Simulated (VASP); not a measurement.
# ZrIn26P27 (a cell with a defect) in VASP: single point with PBE

Aim: the single point of ZrIn26P27 (a cell with a defect) with PBE.

Everything below comes from runs of VASP 6.6.1. Logs are shortened: lines on timing, memory, paths and dates and some standing lists are left out, and cuts for length are marked.

### Step 1. The cell of the first run

The cell holds a defect, 54 atoms: a = 12.433 Å, b = 12.433 Å, c = 12.433 Å, α = 60.00°, β = 60.00°, γ = 60.00°.

### Step 2. Single point, PBE, collinear spin

Contents of INCAR:

```
PREC     = Accurate       # precision mode
ENCUT    = 400            # plane-wave cutoff, eV
EDIFF    = 1E-6           # SCF threshold, eV
ISMEAR   = 0              # smearing method
SIGMA    = 0.05           # smearing width, eV
LREAL    = Auto         
LASPH    = T              # aspherical terms in the spheres
NELM     = 200            # most SCF steps
ALGO     = Normal         # electronic algorithm
ISIF     = 2              # what is computed and relaxed
LWAVE    = F              # write WAVECAR
LCHARG   = T              # write CHGCAR
ISPIN    = 2              # spin polarisation
MAGMOM   = 0.2 0 0 0 0 0 0 0 0 0 0 0 0 0 0 0 0 0 0 0 0 0 0 0 0 0 0 0.2 0 0.2 0 0 0 0.2 0 0 0 0 0 0 0 0 0 0 0 0.2 0 0 0 0 0 0 0 0 # initial moments
LORBIT   = 11             # projections on sites
LMAXMIX  = 4              # l up to which the mixer works
GGA      = PE             # functional
LELF     = T              # ELF
LVHAR    = T            
NBANDS   = 280            # bands
GGA_COMPAT= F
```

Contents of KPOINTS:

```
Automatic mesh
0
Gamma
  1 1 1
```

Contents of POSCAR:

```
ZrIn26P27
1.0
    0.0000000000      8.7915000000      8.7915000000
    8.7915000000      0.0000000000      8.7915000000
    8.7915000000      8.7915000000      0.0000000000
Zr In P
1 26 27
Direct
    0.0006054080      0.0004462441     -0.0006790202
   -0.0013091737     -0.0012279422      0.3356266572
   -0.0011038862     -0.0009413812      0.6661553247
   -0.0010400193      0.3357443061     -0.0011187356
   -0.0003905911      0.3336971453      0.3333559306
   -0.0010940710      0.3359147281      0.6666322220
   -0.0011671117      0.6672052287     -0.0014742358
   -0.0011619647      0.6668707948      0.3354293483
   -0.0003749855      0.6670170524      0.6667763376
    0.3360346347     -0.0012425826     -0.0013310624
    0.3336100311     -0.0003983282      0.3333600315
    0.3358881197     -0.0012135505      0.6665558291
    0.3335785073      0.3336536275     -0.0005842120
    0.3335479254      0.3334962433      0.3335294201
    0.3339340467      0.3340672172      0.6659396908
    0.3359894436      0.6666137137     -0.0012260084
    0.3340614381      0.6660028592      0.3340234258
    0.3341473681      0.6660079033      0.6658391938
    0.6670207608     -0.0010260672     -0.0015444041
    0.6670166453     -0.0011880491      0.3352701798
    0.6667979677     -0.0003389873      0.6667396472
    0.6669234485      0.3359287179     -0.0012637127
    0.6660014224      0.3341200796      0.3339682436
    0.6660285952      0.3341626957      0.6658179437
    0.6669477583      0.6670623797     -0.0004927942
    0.6660877566      0.6660570942      0.3340291021
    0.6667738319      0.6667881539      0.6669946215
    0.0823280450      0.0825231671      0.0815610631
    0.0831116250      0.0831913035      0.4164766263
    0.0822792277      0.0822880146      0.7531678119
    0.0830739927      0.4175806415      0.0828340282
    0.0830557147      0.4171741315      0.4169281569
    0.0839977947      0.4168702375      0.7496548963
    0.0821440883      0.7545160262      0.0818940665
    0.0840840048      0.7497644831      0.4164865267
    0.0841971872      0.7500243750      0.7495075016
    0.4173179402      0.0831240724      0.0828226675
    0.4172498118      0.0829838018      0.4168339978
    0.4166422788      0.0840925494      0.7495647918
    0.4172194780      0.4169324014      0.0830091956
    0.4166386285      0.4166641633      0.4165841832
    0.4166596975      0.4166496817      0.7500511797
    0.4167152052      0.7496763699      0.0840828791
    0.4166928867      0.7502400908      0.4165118374
    0.4165035341      0.7496588548      0.7497646942
    0.7547902175      0.0818958726      0.0816542506
    0.7496608794      0.0841273085      0.4164870987
    0.7498372431      0.0842246055      0.7494220665
    0.7497420440      0.4168705924      0.0840347460
    0.7502606236      0.4166881046      0.4165046961
    0.7497468216      0.4165210008      0.7497123742
    0.7497954042      0.7499131107      0.0840451279
    0.7496939189      0.7496305135      0.4167669115
    0.7500619020      0.7501185989      0.7499580218
```

Potentials or basis: VASP PAW PBE potentials, release 64 (Zr_sv, In_d, P).

Launch:

```
cat potpaw_PBE.64/Zr_sv/POTCAR potpaw_PBE.64/In_d/POTCAR potpaw_PBE.64/P/POTCAR > POTCAR
mpirun -np 1 vasp_gam > vasp.out
```

OUTCAR:

```text
PREC = Accurate
   ENCUT = 400
   EDIFF = 1E-6
   ISMEAR = 0
   LREAL = Auto
   LASPH = T
   NELM = 200
   ISIF = 2
   ISPIN = 2
   LORBIT = 11
   GGA = PE

 ion  position               nearest neighbor table
   1  0.001  0.000  0.999-  46 2.50  34 2.50  28 2.50  30 2.50
   2  0.999  0.999  0.336-  35 2.53  47 2.53  29 2.53  28 2.58
   3  0.999  0.999  0.666-  36 2.53  48 2.53  29 2.53  30 2.57
   4  0.999  0.336  0.999-  49 2.53  33 2.53  31 2.54  28 2.57
   5  1.000  0.334  0.333-  50 2.53  32 2.54  29 2.54  31 2.54
   6  0.999  0.336  0.667-  33 2.53  51 2.53  32 2.53  30 2.57
[... 46 lines left out ...]
  53  0.750  0.750  0.417-   8 2.53  20 2.53  26 2.54  27 2.54
  54  0.750  0.750  0.750-  21 2.53  25 2.53   9 2.53  27 2.53

  LATTYP: Found a face centered cubic cell.
 ALAT       =    17.5830000000

  Lattice vectors:

 A1 = (   0.0000000000,   8.7915000000,   8.7915000000)
 A2 = (   8.7915000000,   0.0000000000,   8.7915000000)
 A3 = (   8.7915000000,   8.7915000000,   0.0000000000)

Analysis of symmetry for initial positions (statically):
=====================================================================
 Subroutine PRICEL returns:
 Original cell was already a primitive cell.

 Routine SETGRP: Setting up the symmetry group for a
 face centered cubic supercell.

 Subroutine GETGRP returns: Found  1 space group operations
 (whereof  1 operations were pure point group operations)
 out of a pool of 48 trial point group operations.

The static configuration has the point symmetry C_1 .

Analysis of symmetry for dynamics (positions and initial velocities):
=====================================================================
 Subroutine PRICEL returns:
 Original cell was already a primitive cell.

 Routine SETGRP: Setting up the symmetry group for a
 face centered cubic supercell.

 Subroutine GETGRP returns: Found  1 space group operations
 (whereof  1 operations were pure point group operations)
 out of a pool of 48 trial point group operations.

The dynamic configuration has the point symmetry C_1 .

Analysis of structural, dynamic, and magnetic symmetry:
=====================================================================
 Subroutine PRICEL returns:
 Original cell was already a primitive cell.

 Routine SETGRP: Setting up the symmetry group for a
 face centered cubic supercell.

 Subroutine GETGRP returns: Found  1 space group operations
 (whereof  1 operations were pure point group operations)
 out of a pool of 48 trial point group operations.

The overall configuration has the point symmetry C_1 .

 Subroutine INISYM returns: Found  1 space group operations
 (whereof  1 operations are pure point group operations),
 and found     1 'primitive' translations

----------------------------------------------------------------------------------------

                                     Primitive cell

  volume of cell :    1358.9984

  direct lattice vectors                    reciprocal lattice vectors
     0.000000000  8.791500000  8.791500000    -0.056873116  0.056873116  0.056873116
     8.791500000  0.000000000  8.791500000     0.056873116 -0.056873116  0.056873116
     8.791500000  8.791500000  0.000000000     0.056873116  0.056873116 -0.056873116

  length of vectors
    12.433058534 12.433058534 12.433058534     0.098507127  0.098507127  0.098507127

  position of ions in fractional coordinates (direct lattice)
     0.000605408  0.000446244  0.999320980
     0.998690826  0.998772058  0.335626657
     0.998896114  0.999058619  0.666155325
     0.998959981  0.335744306  0.998881264
     0.999609409  0.333697145  0.333355931
[... 147 lines left out ...]
   ICHARG =      2    charge: 1-file 2-atom 10-const
   ISPIN  =      2    spin polarized calculation?
   LNONCOLLINEAR =      F non collinear calculations
   LSORBIT =      F    spin-orbit coupling
   LASPH  =      T    aspherical Exc in radial PAW
   ENCUT  =  400.0 eV  29.40 Ry    5.42 a.u.  20.28 20.28 20.28*2*pi/ulx,y,z
   NELM   =    200;   NELMIN=  2; NELMDL= -5     # of ELM steps
   EDIFF  = 0.1E-05   stopping-criterion for ELM
   LREAL  =      T    real-space projection
   EDIFFG = 0.1E-04   stopping-criterion for IOM
   NSW    =      0    number of steps for IOM
   IBRION =     -1    ionic relax: 0-MD 1-quasi-New 2-CG
   NFREE  =      0    steps in history (QN), initial steepest desc. (CG)
   ISIF   =      2    stress and relaxation
   ISYM   =      2    0-nonsym 1-usesym 2-fastsym
   POTIM  = 0.5000    time-step for ionic-motion
   TEBEG  =    0.0;   TEEND  =   0.0 temperature during run
   PSTRESS=    0.0 pullay stress
   NELECT =     485.0000    total number of electrons
   NUPDOWN=      -1.0000    fix difference up-down
   EMIN   =  10.00;   EMAX   =-10.00  energy-range for DOS
   EFERMI =   0.00;   METHOD = LEGACY
   ISMEAR =     0;   SIGMA  =   0.05  broadening in eV -4-tet -1-fermi 0-gaus
   EFERMI_NEDOS =   21; number of points for ismear=-14 and -15
   IALGO  =     38    algorithm
   IMIX   =      4    mixing-type and parameters
     AMIX     =   0.40;   BMIX     =  1.00
     AMIX_MAG =   1.60;   BMIX_MAG =  1.00
  volume/ion in A,a.u.               =      25.17       169.83
  Fermi-wavevector in a.u.,A,eV,Ry     =   1.161223  2.194394 18.346636  1.348440
  Thomas-Fermi vector in A             =   2.297798
   LORBIT       =     11    0 simple, 1 ext, 2 COOP (PROOUT), +10 PAW based schemes
   GGA     = PE    functional components
   LHFCALC =     F    Hartree Fock is set to
   AEXX    =    0.0000 exact exchange contribution
   IVDW    =     0    specifies the selected vdW correction
   LEPSILON=     F    determine dielectric tensor
   LRPA    =     F    only Hartree local field effects (RPA)
 spin polarized calculation
 Gauss-broadening in eV      SIGMA  =   0.05
  energy-cutoff  :      400.00
  volume of cell :     1359.00
 maximum number of plane-waves:     12347
 NGX is ok and might be reduce to    84
   NGX = 41   NGY = 41   NGZ = 41

 number of electron     484.9999860 magnetization       0.0000624

 Free energy of the ion-electron system (eV)
  ---------------------------------------------------
  ext. energy  EPLUGINS =         0.00000000
  ---------------------------------------------------
  free energy    TOTEN  =      -223.08594705 eV

  energy without entropy =     -223.05773757  energy(sigma->0) =     -223.07184231

 E-fermi :   6.0428     XC(G=0):  -9.2441

 val. band max:        6.0428314218   @ k =   0.0000   0.0000   0.0000
 cond. band min:       6.0428335755   @ k =   0.0000   0.0000   0.0000
 fundamental gap:      0.0000021538
 Fermi energy:         6.0428324986

 spin component 1

 k-point     1 :       0.0000    0.0000    0.0000
  band No.  band energies     occupation
      1     -43.6167      1.00000
      2     -21.7231      1.00000
      3     -21.7213      1.00000
      4     -21.7200      1.00000
      5      -9.1456      1.00000
      6      -9.1347      1.00000
[... 246 lines left out ...]
    253       7.1558      0.00000
    254       7.2404      0.00000
 Fermi energy:         6.0428324986

 spin component 2

 k-point     1 :       0.0000    0.0000    0.0000
  band No.  band energies     occupation
      1     -43.6167      1.00000
      2     -21.7231      1.00000
      3     -21.7213      1.00000
      4     -21.7200      1.00000
      5      -9.1456      1.00000
      6      -9.1347      1.00000
[... 246 lines left out ...]
    253       7.1558      0.00000
    254       7.2404      0.00000
 [bands above 254 left out]

------------------------ aborting loop because EDIFF is reached ----------------------------------------

  FORCE on cell =-STRESS in cart. coord.  units (eV):
  Direction    XX          YY          ZZ          XY          YZ          ZX
  --------------------------------------------------------------------------------------
  -------------------------------------------------------------------------------------
  Total       40.7009802     40.7009322     40.6898500     -0.0601855     -0.0415531     -0.0068062
  in kB       47.9840072     47.9839507     47.9708853     -0.0709551     -0.0489886     -0.0080241
  external PRESSURE =      47.9796144 kB  Pullay stress =       0.0000000 kB

 VOLUME and BASIS-vectors are now :
 -----------------------------------------------------------------------------
  energy-cutoff  :      400.00
  volume of cell :     1359.00
      direct lattice vectors                 reciprocal lattice vectors
     0.000000000  8.791500000  8.791500000    -0.056873116  0.056873116  0.056873116
     8.791500000  0.000000000  8.791500000     0.056873116 -0.056873116  0.056873116
     8.791500000  8.791500000  0.000000000     0.056873116  0.056873116 -0.056873116

 POSITION                                       TOTAL-FORCE (eV/Angst)
 -----------------------------------------------------------------------------------
      8.78945      8.79085      0.00925        -0.006802      0.000486      0.007012
     11.73137     11.73065     17.56069        -0.007744     -0.008994      0.014736
     14.63973     14.63830     17.56502        -0.000004     -0.000449      0.002148
     11.73336     17.56402     11.73405         0.019233     -0.016740      0.022251
      5.86440     11.71876     11.72176         0.000988     -0.003715     -0.000120
      8.81389     14.64258     11.73508         0.003548     -0.006120     -0.001448
[... 46 lines left out ...]
     10.25438     10.25494     13.18131        -0.002001     -0.004963      0.006574
     13.18792     13.18743     13.18884         0.000862      0.000326     -0.001362
 -----------------------------------------------------------------------------------
    total drift:                                0.001600      0.001140      0.003517

  FREE ENERGIE OF THE ION-ELECTRON SYSTEM (eV)
  ---------------------------------------------------
  free  energy   TOTEN  =      -223.0859470472 eV

  energy  without entropy=     -223.0577375680  energy(sigma->0) =     -223.07184231

 total charge

# of ion       s       p       d       tot
------------------------------------------
    1        2.204   5.971   1.697   9.871
    2        0.812   0.768   9.902  11.482
    3        0.812   0.769   9.902  11.483
    4        0.812   0.769   9.902  11.483
    5        0.807   0.778   9.903  11.488
    6        0.812   0.769   9.902  11.483
[... 46 lines left out ...]
   53        1.013   1.539   0.000   2.552
   54        1.012   1.542   0.000   2.554
--------------------------------------------------
tot         50.673  67.671 259.176 377.520

 magnetization (x)

# of ion       s       p       d       tot
------------------------------------------
    1       -0.000  -0.000  -0.000  -0.000
    2        0.000   0.000   0.000   0.000
    3        0.000   0.000  -0.000   0.000
    4        0.000   0.000  -0.000   0.000
    5        0.000   0.000  -0.000   0.000
    6        0.000   0.000  -0.000   0.000
[... 46 lines left out ...]
   53        0.000  -0.000   0.000   0.000
   54        0.000  -0.000   0.000   0.000
--------------------------------------------------
tot          0.000  -0.000  -0.000   0.000
```

Wall time 34 min (1 thread of Intel Xeon 8259CL, shared host); peak memory 1.5 GiB.

What came out:

```
Free energy                                           : -223.0859 eV
Pressure                                              : 4.8 GPa
Largest force                                         : 0.035 eV/Å
Net moment                                            : 0.00 μB per cell
Valence electrons inside the program's atomic spheres : Zr 9.87; In 11.48, 11.49, 11.50 (each value once); P 2.57, 2.55, 2.56 (each value once)
```

Forces in eV/Å, atoms in the order of the input:
```
Zr  -0.007  0.000  0.007
In  -0.008 -0.009  0.015
In   0.000  0.000  0.002
In   0.019 -0.017  0.022
In   0.001 -0.004  0.000
In   0.004 -0.006 -0.001
In   0.009  0.008  0.009
In   0.014  0.009 -0.003
In   0.002 -0.001  0.007
In   0.004  0.001  0.005
In  -0.005  0.001  0.000
In  -0.005  0.002  0.000
In  -0.003 -0.002  0.004
In  -0.001  0.001  0.003
In   0.002  0.004  0.001
In   0.008 -0.003 -0.003
In   0.003 -0.005  0.000
In   0.003  0.000 -0.002
In   0.006  0.005  0.003
In   0.008  0.011 -0.007
In  -0.001  0.000  0.006
In  -0.008  0.008 -0.009
In  -0.004  0.002 -0.002
In   0.002  0.005 -0.002
In   0.002  0.000  0.000
In   0.000 -0.002  0.001
In   0.000  0.000 -0.003
P    0.004  0.028 -0.019
P    0.003  0.003 -0.002
P    0.003  0.002  0.000
P   -0.013 -0.003 -0.012
P   -0.001  0.000 -0.001
P    0.001  0.008 -0.004
P   -0.025  0.001 -0.011
P   -0.004  0.003 -0.006
P   -0.012 -0.007 -0.007
P   -0.004 -0.005 -0.005
P   -0.001  0.002  0.001
P    0.003  0.001  0.001
P    0.000 -0.001  0.002
P    0.000  0.001 -0.002
P    0.001  0.000 -0.003
P   -0.001  0.001  0.003
P    0.000 -0.001  0.003
P   -0.007  0.003  0.010
P    0.018 -0.029 -0.008
P    0.000 -0.005 -0.002
P   -0.004 -0.007 -0.004
P   -0.005  0.007  0.002
P   -0.001 -0.001  0.003
P    0.001 -0.005  0.008
P   -0.001 -0.003 -0.004
P   -0.002 -0.005  0.007
P    0.001  0.000 -0.001
```

Levels at points of the mesh, in eV from the Fermi level:
Spin up:
```csv
k point,band 239,band 240,band 241,band 242,band 243,band 244,band 245,band 246,band 247,band 248
"(0.00, 0.00, 0.00)",-1.47,-0.83,-0.83,-0.83,0.00,0.23,0.23,0.85,0.85,0.85
```
Spin down:
```csv
k point,band 239,band 240,band 241,band 242,band 243,band 244,band 245,band 246,band 247,band 248
"(0.00, 0.00, 0.00)",-1.47,-0.83,-0.83,-0.83,0.00,0.23,0.23,0.85,0.85,0.85
```

Caveat: the k points lie up to 0.62 Å⁻¹ apart; spin-orbit coupling is left out, which moves the levels of the heavy elements.
